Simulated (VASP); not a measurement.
Crystal: CaIr2S4.

```
Ca Ir S
1.0
    -3.42259    3.42259    2.98749
     3.42259   -3.42259    2.98749
     3.42259    3.42259   -2.98749
Ca Ir S
1 2 4
Direct
  0.00000 0.00000 0.00000
  0.75000 0.25000 0.50000
  0.25000 0.75000 0.50000
  0.27381 0.50000 0.77381
  0.50000 0.27381 0.77381
  0.50000 0.72619 0.22619
  0.72619 0.50000 0.22619
```

The cell was built from a structure type or drawn by symmetry, and may not be a known phase.

* Program: VASP 6.6.1
* Task: relaxation of cell and atoms
* Functional: PBE
* Potentials or basis: VASP PAW PBE potentials, release 64 (Ca_sv, Ir, S)
* Cutoff: 600 eV
* k mesh: 3 × 3 × 3
* Occupations: gaussian, width 0.15 eV
* Spin: collinear spin
* Starting moments: [0.0, 1.0, 1.0, 0.0, 0.0, 0.0, 0.0] μB

At the start: pressure 0.1 GPa; volume 20.00 Å³/atom.

**Question.** How do energy, volume and symmetry change on relaxing?

**Answer.** Over 8 steps the energy falls by 434.0 meV/atom and the volume is 23.11 Å³/atom (+15.5 %); space group I4/mmm (No. 139, to 0.1 Å) before and after; moment 0.00 μB per cell.

Step by step:
| step | energy change (eV) | largest force (eV/Å) | pressure (GPa) | volume (Å³) |
| --- | --- | --- | --- | --- |
| 1 | 0.0000 | 3.6328 | 0.13 | 139.98 |
| 2 | -2.0305 | 0.9707 | 9.47 | 139.71 |
| 3 | -2.0302 | 1.0423 | 9.68 | 139.70 |
| 4 | -2.9864 | 0.1120 | -2.34 | 164.96 |
| 5 | -2.9878 | 0.0431 | -1.96 | 163.69 |
| 6 | -3.0084 | 0.1996 | 1.16 | 161.50 |
| 7 | -3.0353 | 0.0972 | -0.25 | 162.45 |
| 8 | -3.0377 | 0.0642 | -0.16 | 161.74 |

Final structure:
```
Ca Ir S
1.0
    -3.91687    3.91687    2.63567
     3.91687   -3.91687    2.63567
     3.91687    3.91687   -2.63567
Ca Ir S
1 2 4
Direct
  0.00000 0.00000 0.00000
  0.75000 0.25000 0.50000
  0.25000 0.75000 0.50000
  0.24144 0.50000 0.74144
  0.50000 0.24144 0.74144
  0.50000 0.75856 0.25856
  0.75856 0.50000 0.25856
```

Caveat: the k points lie up to 0.48 Å⁻¹ apart in the final cell; the volume moved by over 15 % at a fixed basis, so the end points are rough; the relaxation stopped at a loose force limit of 0.08 eV/Å, so its end isn't a converged minimum.
